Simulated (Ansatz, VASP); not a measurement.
**PtS2, level by level in two programs**

```
Pt S
1.0
     3.49531    0.00000    0.00000
    -1.74766    3.02703    0.00000
     0.00000    0.00000    4.97070
Pt S
1 2
Direct
  0.00000 0.00000 0.00000
  0.66667 0.33333 0.77300
  0.33333 0.66667 0.22700
```

Single points on this cell with VASP 6.6.1 and Ansatz 0.2.0. Each row is one pair of runs. Alike in all rows: spin: off; smearing: fermi-dirac, width 0.05 eV; VASP's potentials, cutoff: VASP PAW PBE potentials, release 64 (Pt, S), 520 eV.

| level | k mesh | Ansatz's potentials, cutoff | gap on the k mesh at the Fermi level (eV), VASP | gap on the k mesh at the Fermi level (eV), Ansatz | least direct gap on the mesh (eV), VASP | least direct gap on the mesh (eV), Ansatz | pressure (GPa), VASP | pressure (GPa), Ansatz |
| --- | --- | --- | --- | --- | --- | --- | --- | --- |
| PBE | 7 × 7 × 5 | Ansatz PAW, 420 eV | 0.93 | 0.92 | 1.22 | 1.20 | 19.0 | 19.5 |
| r2SCAN | 7 × 7 × 5 | Ansatz PAW, 500 eV | 1.09 | 1.10 | 1.40 | 1.39 | 17.2 | 17.3 |
| r2SCAN | 9 × 9 × 5 | Ansatz PAW, 500 eV | 1.24 | 1.24 | 1.30 | 1.31 | 17.2 | 17.3 |

Gap on the k mesh at the fermi level (eV): the two programs differ by at most 0.014; least direct gap on the mesh (eV): the two programs differ by at most 0.02; pressure (GPa): the two programs differ by at most 0.56.

VASP's potentials hold 22 valence electrons a cell and Ansatz's 30, so a difference there can come from the potentials and not from the codes.

Spin-orbit coupling is off throughout. Noted on Ansatz's runs: odd divisions of the mesh miss points on the zone boundary, where band edges often lie, so the gap on the mesh can be too wide.
